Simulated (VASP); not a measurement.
Runs of VASP 6.6.1 on CsAs3. The structure is that of space group Fm-3m (No. 225), or close to it. The cells are those of the table. The cell was generated, and may not be a known phase.

| task | cell | k mesh | cutoff (eV) | gap on the mesh (eV) | pressure (GPa) | relaxed volume (Å³/atom) |
| --- | --- | --- | --- | --- | --- | --- |
| single point | a = 5.305 Å, angles 60.0°, 4 atoms | 12 × 12 × 12 | 520 | none | 0.2 | - |
| relaxation of cell and atoms | relaxed from a = 5.302 Å, angles 60.0°, 4 atoms | 12 × 12 × 12 | 600 | none | 0.0 | (a) |
| single point | a = 5.503 Å, angles 60.0°, 4 atoms | 4 × 4 × 4 | 520 | none | -3.2 | - |
| single point | a = 5.302 Å, angles 60.0°, 4 atoms | 10 × 10 × 10 | 520 | none | 0.2 | - |
| relaxation of cell and atoms | relaxed from a = 5.503 Å, angles 60.0°, 4 atoms | 10 × 10 × 10 | 600 | none | 0.0 | 26.49 |

Alike in all rows: level PBE; potentials or basis VASP PAW PBE potentials, release 64 (Cs_sv, As); no spin polarisation; smearing gaussian 0.1 eV.

Question: Estimate the missing entries.

Answer: (a) 26.50.

Caveats: spin-orbit coupling is left out, which moves the levels of the heavy elements; the cell stands under tension (at least some runs).

A k mesh can miss the band edges, and the runs leave out spin-orbit coupling on As, Cs.

A gap of «none» marks levels without a gap at the run's occupations.
